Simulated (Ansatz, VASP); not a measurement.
# HPt6 in VASP and in Ansatz

Contents of INCAR:

```
SYSTEM = HPt6
PREC = Accurate
ENCUT = 520
EDIFF = 1E-7
ISMEAR = 0
SIGMA = 0.1
LREAL = .FALSE.
LASPH = .TRUE.
NELM = 80
ALGO = Normal
ISIF = 2
LWAVE = .FALSE.
LCHARG = .FALSE.
LDIPOL = .TRUE.
IDIPOL = 3
DIPOL = 0.5 0.5 0.304
GGA = PE
NBANDS = 74
```

File KPOINTS:

```
regular mesh
0
G
  6 6 1
  0 0 0
```

Contents of POSCAR:

```
HPt6
1.0
    5.6145835605      0.0000000000      0.0000000000
   -2.8072917802      4.8623719950      0.0000000000
    0.0000000000      0.0000000000     22.6197373747
Pt H
12 2
Direct
    0.3333333333      0.1666666667      0.1768367127
    0.3333333333      0.6666666667      0.1768367127
    0.8333333333      0.1666666667      0.1768367127
    0.8333333333      0.6666666667      0.1768367127
    0.1666666667      0.3333333333      0.2789580515
    0.1666666667      0.8333333333      0.2789580515
    0.6666666667      0.3333333333      0.2789580515
    0.6666666667      0.8333333333      0.2789580515
    0.0000000000      0.0000000000      0.3810715055
    0.0000000000      0.5000000000      0.3810715055
    0.5000000000      0.0000000000      0.3810715055
    0.5000000000      0.5000000000      0.3810715055
    0.2027493988      0.4054987976      0.4575533837
    0.2972506012      0.5945012024      0.4575533837
```

Input for Ansatz:

```yaml
crystal:
  lattice:
    - [5.6145835605, 0.0, 0.0]
    - [-2.8072917802, 4.862371995, 0.0]
    - [0.0, 0.0, 22.6197373747]
  atoms:
    - { symbol: Pt, position: [0.3333333333, 0.1666666667, 0.1768367127] }
    - { symbol: Pt, position: [0.3333333333, 0.6666666667, 0.1768367127] }
    - { symbol: Pt, position: [0.8333333333, 0.1666666667, 0.1768367127] }
    - { symbol: Pt, position: [0.8333333333, 0.6666666667, 0.1768367127] }
    - { symbol: Pt, position: [0.1666666667, 0.3333333333, 0.2789580515] }
    - { symbol: Pt, position: [0.1666666667, 0.8333333333, 0.2789580515] }
    - { symbol: Pt, position: [0.6666666667, 0.3333333333, 0.2789580515] }
    - { symbol: Pt, position: [0.6666666667, 0.8333333333, 0.2789580515] }
    - { symbol: Pt, position: [0.0, 0.0, 0.3810715055] }
    - { symbol: Pt, position: [0.0, 0.5, 0.3810715055] }
    - { symbol: Pt, position: [0.5, 0.0, 0.3810715055] }
    - { symbol: Pt, position: [0.5, 0.5, 0.3810715055] }
    - { symbol: H, position: [0.2027493988, 0.4054987976, 0.4575533837] }
    - { symbol: H, position: [0.2972506012, 0.5945012024, 0.4575533837] }
basis:
  ecutwfc: 420
kpoints:
  mp_grid: { grid: [6, 6, 1] }
hamiltonian:
  xc: pbe
scf:
  occupations: { method: gaussian, width: 0.1 }
output:
  forces: true
  eigenvalues: true
efield:
  axis: 3
  dipole_correction: true
  ramp_width: 0.04
```

Alike in both runs: task single point; functional PBE; k mesh 6 × 6 × 1; occupations gaussian, width 0.1 eV; no spin polarisation.

|  | VASP | Ansatz |
| --- | --- | --- |
| version | VASP 6.6.1 | Ansatz 0.2.0 |
| potentials or method | VASP PAW PBE potentials, release 64 (Pt, H), cutoff 520 eV | scalar-relativistic, plane waves, PAW |
| valence electrons in the cell | 122 | 218 |

Ansatz gave:

| Property | Result |
| --- | --- |
| gap on the k mesh at the Fermi level (eV) | none |
| rms of the force components (eV/Å) | 0.320 |

Q: Which values does VASP return?

A: gap on the k mesh at the Fermi level (eV): none; rms of the force components (eV/Å): 0.321.

Atom by atom the forces differ by 0.009 eV/Å (rms over components). A gap of «none» marks a metal or a gap that the smearing closes. With one functional, cell and mesh, what is left measures potentials, basis and numerics. VASP's potentials hold 122 valence electrons a cell and Ansatz's 218, so a difference there can come from the potentials and not from the codes.

Spin-orbit coupling is off throughout.
